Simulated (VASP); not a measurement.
# BN (P6_3/mmc) in VASP: further runs

BN is run at these levels: PBE; tasks: single point.

Program: VASP 6.6.1. These are calculated values, not measurements. Logs are shortened: lines on timing, memory, paths and dates and some standing lists are left out, and cuts for length are marked.

### 1 The cell of the first run

The structure is hexagonal, space group P6_3/mmc (No. 194). The conventional cell has a = 2.512 Å, b = 2.512 Å, c = 8.677 Å, α = 90.00°, β = 90.00°, γ = 120.00°. B (site symmetry -6m2) has 3 N at 1.45 Å within 1.9 Å. N (site symmetry -6m2) has 3 B at 1.45 Å within 1.9 Å.

### 2 Single point, PBE (strain +0.0400 x Voigt [0, 0, 1, 0, 0, 0])

Input file INCAR:

```
PREC = Accurate ; ENCUT = 520
EDIFF = 1E-6 ; ISMEAR = 0
SIGMA = 0.05 ; LREAL = False
LASPH = True ; NELM = 60
ALGO = Normal ; ISIF = 2
LWAVE = False ; LCHARG = False
GGA = PE ; NBANDS = 16
```

Input file KPOINTS:

```
Automatic mesh
0
Gamma
  12 12 4
```

Input file POSCAR:

```
BN
1.0
    2.5121751215      0.0000000000      0.0000000000
   -1.2560875608      2.1756074740      0.0000000000
    0.0000000000      0.0000000000      8.6774386441
B N
2 2
Direct
    0.3333333333      0.6666666667      0.2500000000
    0.6666666667      0.3333333333      0.7500000000
    0.3333333333      0.6666666667      0.7500000000
    0.6666666667      0.3333333333      0.2500000000
```

Potentials or basis: VASP PAW PBE potentials, release 64 (B, N).

The run is started by

```bash
> cat potpaw_PBE.64/B/POTCAR potpaw_PBE.64/N/POTCAR > POTCAR
> mpirun -np 1 vasp_std > vasp.out
```

OUTCAR:

```text
PREC = Accurate
   ENCUT = 520
   EDIFF = 1E-6
   ISMEAR = 0
   LREAL = False
   LASPH = True
   NELM = 60
   ISIF = 2
   GGA = PE

 ion  position               nearest neighbor table
   1  0.333  0.667  0.250-   4 1.45   4 1.45   4 1.45
   2  0.667  0.333  0.750-   3 1.45   3 1.45   3 1.45
   3  0.333  0.667  0.750-   2 1.45   2 1.45   2 1.45
   4  0.667  0.333  0.250-   1 1.45   1 1.45   1 1.45

  LATTYP: Found a hexagonal cell.
 ALAT       =     2.5121751215
 C/A-ratio  =     3.4541535619

  Lattice vectors:

 A1 = (   2.5121751215,   0.0000000000,   0.0000000000)
 A2 = (  -1.2560875608,   2.1756074740,   0.0000000000)
 A3 = (   0.0000000000,   0.0000000000,   8.6774386441)

Analysis of symmetry for initial positions (statically):
=====================================================================
 Subroutine PRICEL returns:
 Original cell was already a primitive cell.

 Routine SETGRP: Setting up the symmetry group for a
 hexagonal supercell.

 Subroutine GETGRP returns: Found 24 space group operations
 (whereof 12 operations were pure point group operations)
 out of a pool of 24 trial point group operations.

The static configuration has the point symmetry D_3d.
 The point group associated with its full space group is D_6h.

Analysis of symmetry for dynamics (positions and initial velocities):
=====================================================================
 Subroutine PRICEL returns:
 Original cell was already a primitive cell.

 Routine SETGRP: Setting up the symmetry group for a
 hexagonal supercell.

 Subroutine GETGRP returns: Found 24 space group operations
 (whereof 12 operations were pure point group operations)
 out of a pool of 24 trial point group operations.

The dynamic configuration has the point symmetry D_3d.
 The point group associated with its full space group is D_6h.

 Subroutine INISYM returns: Found 24 space group operations
 (whereof 12 operations are pure point group operations),
 and found     1 'primitive' translations

----------------------------------------------------------------------------------------

                                     Primitive cell

  volume of cell :      47.4266

  direct lattice vectors                    reciprocal lattice vectors
     2.512175121  0.000000000  0.000000000     0.398061422  0.229820869  0.000000000
    -1.256087561  2.175607474  0.000000000     0.000000000  0.459641738  0.000000000
     0.000000000  0.000000000  8.677438644     0.000000000  0.000000000  0.115241380

  length of vectors
     2.512175121  2.512175122  8.677438644     0.459641738  0.459641738  0.115241380

  position of ions in fractional coordinates (direct lattice)
     0.333333333  0.666666667  0.250000000
     0.666666667  0.333333333  0.750000000
     0.333333333  0.666666667  0.750000000
     0.666666667  0.333333333  0.250000000

  ion indices of the primitive-cell ions
   primitive index   ion index
                 1           1
                 2           2
                 3           3
                 4           4

----------------------------------------------------------------------------------------

 KPOINTS: Automatic mesh

Automatic generation of k-mesh.
 Grid dimensions read from file:
 generate k-points for:   12   12    4

 Generating k-lattice:

  Cartesian coordinates                     Fractional coordinates (reciprocal lattice)
     0.033171785  0.019151739  0.000000000     0.083333333  0.000000000  0.000000000
     0.000000000  0.038303478  0.000000000     0.000000000  0.083333333  0.000000000
     0.000000000  0.000000000  0.028810345     0.000000000  0.000000000  0.250000000

  Length of vectors
     0.038303478  0.038303478  0.028810345

  Shift w.r.t. Gamma in fractional coordinates (k-lattice)
     0.000000000  0.000000000  0.000000000

 Subroutine IBZKPT returns following result:
 ===========================================

 Found     57 irreducible k-points:

 Following reciprocal coordinates:
            Coordinates               Weight
  0.000000  0.000000  0.000000      1.000000
  0.083333  0.000000  0.000000      6.000000
  0.166667  0.000000  0.000000      6.000000
  0.250000  0.000000  0.000000      6.000000
  0.333333  0.000000  0.000000      6.000000
  0.416667 -0.000000  0.000000      6.000000
[... 16 lines left out ...]
  0.250000  0.000000  0.250000     12.000000
  0.333333  0.000000  0.250000     12.000000
 [... further k-points ...]
   k-points           NKPTS =     57   k-points in BZ     NKDIM =     57   number of bands    NBANDS=     16
   number of dos      NEDOS =    301   number of ions     NIONS =      4
   total plane-waves  NPLWV =  28000
   dimension x,y,z NGX =    20 NGY =   20 NGZ =   70
   dimension x,y,z NGXF=    40 NGYF=   40 NGZF=  140
   ions per type =               2   2
   NGX,Y,Z   is equivalent  to a cutoff of  13.24, 13.24, 13.41 a.u.
   NGXF,Y,Z  is equivalent  to a cutoff of  26.47, 26.47, 26.82 a.u.
 SYSTEM =  unknown system
   PREC   = accura    normal or accurate (medium, high low for compatibility)
   ISTART =      0    job   : 0-new  1-cont  2-samecut
   ICHARG =      2    charge: 1-file 2-atom 10-const
   ISPIN  =      1    spin polarized calculation?
   LNONCOLLINEAR =      F non collinear calculations
   LSORBIT =      F    spin-orbit coupling
   LASPH  =      T    aspherical Exc in radial PAW
   ENCUT  =  520.0 eV  38.22 Ry    6.18 a.u.   4.67  4.67 16.13*2*pi/ulx,y,z
   NELM   =     60;   NELMIN=  2; NELMDL= -5     # of ELM steps
   EDIFF  = 0.1E-05   stopping-criterion for ELM
   LREAL  =      F    real-space projection
   EDIFFG = 0.1E-04   stopping-criterion for IOM
   NSW    =      0    number of steps for IOM
   IBRION =     -1    ionic relax: 0-MD 1-quasi-New 2-CG
   NFREE  =      0    steps in history (QN), initial steepest desc. (CG)
   ISIF   =      2    stress and relaxation
   ISYM   =      2    0-nonsym 1-usesym 2-fastsym
   POTIM  = 0.5000    time-step for ionic-motion
   TEBEG  =    0.0;   TEEND  =   0.0 temperature during run
   PSTRESS=    0.0 pullay stress
   NELECT =      16.0000    total number of electrons
   NUPDOWN=      -1.0000    fix difference up-down
   EMIN   =  10.00;   EMAX   =-10.00  energy-range for DOS
   EFERMI =   0.00;   METHOD = LEGACY
   ISMEAR =     0;   SIGMA  =   0.05  broadening in eV -4-tet -1-fermi 0-gaus
   EFERMI_NEDOS =   21; number of points for ismear=-14 and -15
   IALGO  =     38    algorithm
   IMIX   =      4    mixing-type and parameters
     AMIX     =   0.40;   BMIX     =  1.00
     AMIX_MAG =   1.60;   BMIX_MAG =  1.00
  volume/ion in A,a.u.               =      11.86        80.01
  Fermi-wavevector in a.u.,A,eV,Ry     =   1.139657  2.153639 17.671492  1.298818
  Thomas-Fermi vector in A             =   2.276360
   LORBIT       =      0    0 simple, 1 ext, 2 COOP (PROOUT), +10 PAW based schemes
   GGA     = PE    functional components
   LHFCALC =     F    Hartree Fock is set to
   AEXX    =    0.0000 exact exchange contribution
   IVDW    =     0    specifies the selected vdW correction
   LEPSILON=     F    determine dielectric tensor
   LRPA    =     F    only Hartree local field effects (RPA)
 non-spin polarized calculation
 Gauss-broadening in eV      SIGMA  =   0.05
  energy-cutoff  :      520.00
  volume of cell :       47.43
 maximum number of plane-waves:      1305
 NGX is ok and might be reduce to    20
   NGX =  9   NGY =  9   NGZ = 33

 number of electron      16.0000000 magnetization

 Free energy of the ion-electron system (eV)
  ---------------------------------------------------
  ext. energy  EPLUGINS =         0.00000000
  ---------------------------------------------------
  free energy    TOTEN  =       -35.20738617 eV

  energy without entropy =      -35.20738617  energy(sigma->0) =      -35.20738617

 E-fermi :   0.5656     XC(G=0):  -8.3435

 val. band max:        0.3563993023   @ k =   0.3333   0.3333   0.5000
 cond. band min:       4.6792225267   @ k =   0.0000   0.0000   0.0000
 fundamental gap:      4.3228232244
 Fermi energy:         0.5656137301

 k-point     1 :       0.0000    0.0000    0.0000
  band No.  band energies     occupation
      1     -17.2690      2.00000
      2     -17.2414      2.00000
      3      -5.0703      2.00000
      4      -4.6017      2.00000
      5      -0.9946      2.00000
      6      -0.9946      2.00000
[... 8 lines left out ...]
     15      11.8732      0.00000
     16      12.5399      0.00000

 k-point     2 :       0.0833    0.0000    0.0000
  band No.  band energies     occupation
      1     -17.1359      2.00000
      2     -17.1089      2.00000
      3      -4.8895      2.00000
      4      -4.4268      2.00000
      5      -1.5525      2.00000
      6      -1.5496      2.00000
[... 8 lines left out ...]
     15      12.4498      0.00000
     16      12.4600      0.00000

 k-point     3 :       0.1667    0.0000    0.0000
  band No.  band energies     occupation
      1     -16.7445      2.00000
      2     -16.7192      2.00000
      3      -4.3549      2.00000
      4      -3.9107      2.00000
      5      -2.9578      2.00000
      6      -2.9520      2.00000
[... 8 lines left out ...]
     15      12.8795      0.00000
     16      14.0424      0.00000

 k-point     4 :       0.2500    0.0000    0.0000
  band No.  band energies     occupation
      1     -16.1219      2.00000
      2     -16.0994      2.00000
      3      -4.7331      2.00000
      4      -4.7288      2.00000
      5      -3.4950      2.00000
      6      -3.0851      2.00000
[... 8 lines left out ...]
     15      13.0987      0.00000
     16      16.2937      0.00000
[... 324 lines left out ...]
 k-point    22 :       0.1667    0.0000    0.2500
  band No.  band energies     occupation
      1     -16.7408      2.00000
      2     -16.7229      2.00000
      3      -4.2947      2.00000
      4      -3.9814      2.00000
      5      -2.9562      2.00000
      6      -2.9523      2.00000
[... 8 lines left out ...]
     15      13.5393      0.00000
     16      14.0440      0.00000

 k-point    23 :       0.2500    0.0000    0.2500
  band No.  band energies     occupation
      1     -16.1186      2.00000
      2     -16.1028      2.00000
      3      -4.7327      2.00000
      4      -4.7298      2.00000
      5      -3.4383      2.00000
      6      -3.1489      2.00000
[... 8 lines left out ...]
     15      14.0981      0.00000
     16      16.3009      0.00000

 k-point    24 :       0.3333    0.0000    0.2500
  band No.  band energies     occupation
      1     -15.3342      2.00000
      2     -15.3213      2.00000
      3      -6.4997      2.00000
      4      -6.4968      2.00000
      5      -3.2167      2.00000
      6      -3.2143      2.00000
[... 8 lines left out ...]
     15      15.1557      0.00000
     16      17.5337      0.00000

 [... further k-points ...]
[... 5 lines left out ...]
  --------------------------------------------------------------------------------------
  -------------------------------------------------------------------------------------
  Total        0.0345956      0.0345956     -0.0381734     -0.0000000     -0.0000000      0.0000000
  in kB        1.1687181      1.1687181     -1.2895847     -0.0000000     -0.0000000      0.0000000
  external PRESSURE =       0.3492838 kB  Pullay stress =       0.0000000 kB

 VOLUME and BASIS-vectors are now :
 -----------------------------------------------------------------------------
  energy-cutoff  :      520.00
  volume of cell :       47.43
      direct lattice vectors                 reciprocal lattice vectors
     2.512175121  0.000000000  0.000000000     0.398061422  0.229820869  0.000000000
    -1.256087561  2.175607474  0.000000000     0.000000000  0.459641738  0.000000000
     0.000000000  0.000000000  8.677438644     0.000000000  0.000000000  0.115241380

 POSITION                                       TOTAL-FORCE (eV/Angst)
 -----------------------------------------------------------------------------------
     -0.00000      1.45040      2.16936         0.000000     -0.000000      0.000000
      1.25609      0.72520      6.50808        -0.000000      0.000000      0.000000
     -0.00000      1.45040      6.50808         0.000000     -0.000000      0.000000
      1.25609      0.72520      2.16936        -0.000000      0.000000      0.000000
 -----------------------------------------------------------------------------------
    total drift:                               -0.000000      0.000000     -0.000000

  FREE ENERGIE OF THE ION-ELECTRON SYSTEM (eV)
  ---------------------------------------------------
  free  energy   TOTEN  =       -35.2073861697 eV

  energy  without entropy=      -35.2073861696  energy(sigma->0) =      -35.20738617
```

It took 19 s on 1 thread of Intel Xeon Platinum 8559C (Emerald Rapids), shared host; peak memory 0.17 GiB.

What came out:

* Free energy: -35.2074 eV
* Pressure: 0.0 GPa
* Band gap on the k mesh: 4.32 eV, indirect (least direct gap 4.66 eV)

Levels at points of the mesh, in eV from the valence-band top:
| k point | band 5 | band 6 | band 7 | band 8 | band 9 | band 10 | band 11 | band 12 |
| --- | --- | --- | --- | --- | --- | --- | --- | --- |
| (0.00, 0.00, 0.00) | -1.35 | -1.35 | -1.35 | -1.35 | 4.32 | 7.40 | 9.62 | 11.51 |
| (0.50, 0.00, 0.00) | -4.12 | -4.12 | -0.99 | -0.81 | 4.62 | 4.96 | 9.44 | 9.85 |
| (0.00, 0.00, 0.50) | -1.35 | -1.35 | -1.35 | -1.35 | 5.48 | 5.48 | 11.33 | 11.33 |
| (0.50, 0.00, 0.50) | -4.12 | -4.12 | -0.90 | -0.90 | 4.77 | 4.77 | 9.68 | 9.68 |

Caveat: the cell differs from its parent crystal (strain +0.0400 x Voigt [0, 0, 1, 0, 0, 0]); this functional lacks dispersion, which binds the layers, so the pressure and a relaxed spacing across them are unreliable. A k mesh can miss the band edges.

### 3 Single point, PBE (strain +0.0350 x Voigt [0, 0, 1, 0, 0, 0])

Input file INCAR:

```
SYSTEM = BN
PREC     = Accurate       ! precision mode
ENCUT    = 520            ! plane-wave cutoff, eV
EDIFF    = 1E-6           ! SCF threshold, eV
ISMEAR   = 0              ! smearing method
SIGMA    = 0.05           ! smearing width, eV
LREAL    = .False.        ! projectors in reciprocal space
LASPH    = .True.         ! aspherical terms in the spheres
NELM     = 100            ! most SCF steps
ALGO     = Normal         ! electronic algorithm
ISIF     = 2              ! what is computed and relaxed
LWAVE    = .False.        ! write WAVECAR
LCHARG   = .False.        ! write CHGCAR
GGA      = PE             ! functional
NBANDS   = 16             ! bands
```

Input file KPOINTS:

```
regular mesh
0
Gamma
  12 12 4
  0 0 0
```

POSCAR, as its differences from that of step 2:

```diff
@@ -4,3 +4,3 @@
    -1.2560875608      2.1756074740      0.0000000000
-    0.0000000000      0.0000000000      8.6774386441
+    0.0000000000      0.0000000000      8.6357201890
 B N
```

Potentials or basis: VASP PAW PBE potentials, release 64 (B, N).

The run is started by

```bash
> cat potpaw_PBE.64/B/POTCAR potpaw_PBE.64/N/POTCAR > POTCAR
> mpirun -np 1 vasp_std > vasp.out
```

Run time: 18 s. Hardware: 1 thread of Intel Xeon Platinum 8559C (Emerald Rapids), shared host; peak memory 0.18 GiB.

Results (log left out):

| Quantity | Value |
| --- | --- |
| Free energy | -35.2074 eV |
| Pressure | 0.0 GPa |
| Band gap on the k mesh | 4.33 eV, indirect (least direct gap 4.66 eV) |

Stress tensor (GPa, compression positive):
```
 0.12  0.00  0.00
 0.00  0.12  0.00
 0.00  0.00 -0.12
```

Levels at points of the mesh, in eV from the valence-band top:
| k point | band 5 | band 6 | band 7 | band 8 | band 9 | band 10 | band 11 | band 12 |
| --- | --- | --- | --- | --- | --- | --- | --- | --- |
| (0.00, 0.00, 0.00) | -1.35 | -1.35 | -1.35 | -1.35 | 4.33 | 7.45 | 9.67 | 11.51 |
| (0.50, 0.00, 0.00) | -4.12 | -4.12 | -0.99 | -0.81 | 4.61 | 4.97 | 9.44 | 9.85 |
| (0.00, 0.00, 0.50) | -1.35 | -1.35 | -1.35 | -1.35 | 5.50 | 5.50 | 11.37 | 11.37 |
| (0.50, 0.00, 0.50) | -4.12 | -4.12 | -0.90 | -0.90 | 4.77 | 4.77 | 9.68 | 9.68 |

Caveat: the cell differs from its parent crystal (strain +0.0350 x Voigt [0, 0, 1, 0, 0, 0]); this functional lacks dispersion, which binds the layers, so the pressure and a relaxed spacing across them are unreliable.
